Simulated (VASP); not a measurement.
Write the native input for VASP 6.6.1 that does the following.

```
Task                   : single point
Functional             : PBE
Potentials or basis    : VASP PAW PBE potentials, release 64 (I)
Cutoff                 : 500 eV
k mesh                 : 17 × 17 × 17
Occupations            : fermi-dirac, width 0.05 eV
Spin                   : no spin polarisation
Dipole correction      : no
Further INCAR settings : ALGO = Normal; EDIFF = 1e-06; NBANDS = 10
```

The structure of I lies in POSCAR:

```
I
1.0
   -1.6265088958      1.6265088958      1.6265088958
    1.6265088958     -1.6265088958      1.6265088958
    1.6265088958      1.6265088958     -1.6265088958
I
1
Direct
    0.0000000000      0.0000000000      0.0000000000
```

These files were run (other wordings do the same):

INCAR

```
PREC = Accurate
ENCUT = 500
EDIFF = 1E-6
ISMEAR = -1
SIGMA = 0.05
LREAL = F
LASPH = T
NELM = 120
ALGO = Normal
ISIF = 2
LWAVE = F
LCHARG = F
GGA = PE
NBANDS = 10
GGA_COMPAT = F
```

KPOINTS

```
Automatic mesh
0
Gamma
  17 17 17
```

Potentials or basis: VASP PAW PBE potentials, release 64 (I).

The run is started by

```sh
$ cat potpaw_PBE.64/I/POTCAR > POTCAR
$ mpirun -np 1 vasp_std > vasp.out
```

It gave:

```json
{"Pressure": "109.6 GPa", "Band gap on the k mesh": "zero (an odd number of electrons rules out a gap without spin polarisation)"}
```

Caveat: the cell stands under pressure; spin-orbit coupling is left out, which moves the levels of the heavy elements; an odd number of electrons without spin polarisation forces a metal; a magnetic or distorted state may lie lower.

Wall time 12 s on 1 thread of Intel(R) Xeon(R) Platinum 8488C (Sapphire Rapids), on a shared host, peak memory 0.15 GiB.
